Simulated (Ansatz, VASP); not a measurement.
**Two plane-wave programs on BaS**

The input INCAR:

```
PREC = Accurate
ENCUT = 520
EDIFF = 1E-6
ISMEAR = -1
SIGMA = 0.02
LREAL = F
LASPH = T
NELM = 60
ALGO = Normal
ISIF = 2
LWAVE = F
LCHARG = T
GGA = PE
LELF = T
LVHAR = T
NBANDS = 15
```

File KPOINTS:

```
Automatic mesh
0
Gamma
  6 6 6
```

Contents of POSCAR:

```
BaS
1.0
    0.0000000000      3.5194117709      3.5018147120
    3.5194117709      0.0000000000      3.5018147120
    3.5194117709      3.5194117709      0.0000000000
Ba S
1 1
Direct
    0.0000000000      0.0000000000      0.0000000000
    0.2500000000      0.2500000000      0.2500000000
```

Input for Ansatz:

```yaml
crystal:
  lattice:
    - [0.0, 3.5194117709, 3.501814712]
    - [3.5194117709, 0.0, 3.501814712]
    - [3.5194117709, 3.5194117709, 0.0]
  atoms:
    - { symbol: Ba, position: [0.0, 0.0, 0.0] }
    - { symbol: S, position: [0.25, 0.25, 0.25] }
kpoints:
  mp_grid: { grid: [6, 6, 6] }
  band_path:
    path:
      - [0.0, 0.0, 0.0]
      - [-0.5, -0.5, 0.0]
      - [-0.375, -0.375, 0.25]
      - [-0.375, 0.0, 0.375]
      - [0.0, 0.0, 0.5]
      - [-0.5, -0.25, 0.25]
      - [0.25, -0.25, -0.5]
    npoints: 1
hamiltonian:
  xc: pbe
scf:
  occupations: { method: fermi_dirac, width: 0.02 }
  n_extra_bands: 4
output:
  forces: true
  stress: true
  eigenvalues: true
```

Change from the starting cell: uniaxial_z strain -0.5%.

Alike in both runs: task single point; functional PBE; k mesh 6 × 6 × 6; occupations fermi-dirac, width 0.02 eV; no spin polarisation.

|  | VASP | Ansatz |
| --- | --- | --- |
| version | VASP 6.6.1 | Ansatz 0.2.0 |
| potentials or method | VASP PAW PBE potentials, release 64 (Ba_sv, S) | plane waves, PAW |
| plane-wave cutoff (eV) | 520 | 420 |
| valence electrons in the cell | 16 | 16 |

Ansatz gave:

| Quantity | Value |
| --- | --- |
| gap on the k mesh at the Fermi level (eV) | 2.75 |
| pressure (GPa) | 0.1 |

Problem. Estimate VASP's values.

Solution. gap on the k mesh at the Fermi level (eV): 2.77; pressure (GPa): 0.5.

Spin-orbit coupling is off throughout.
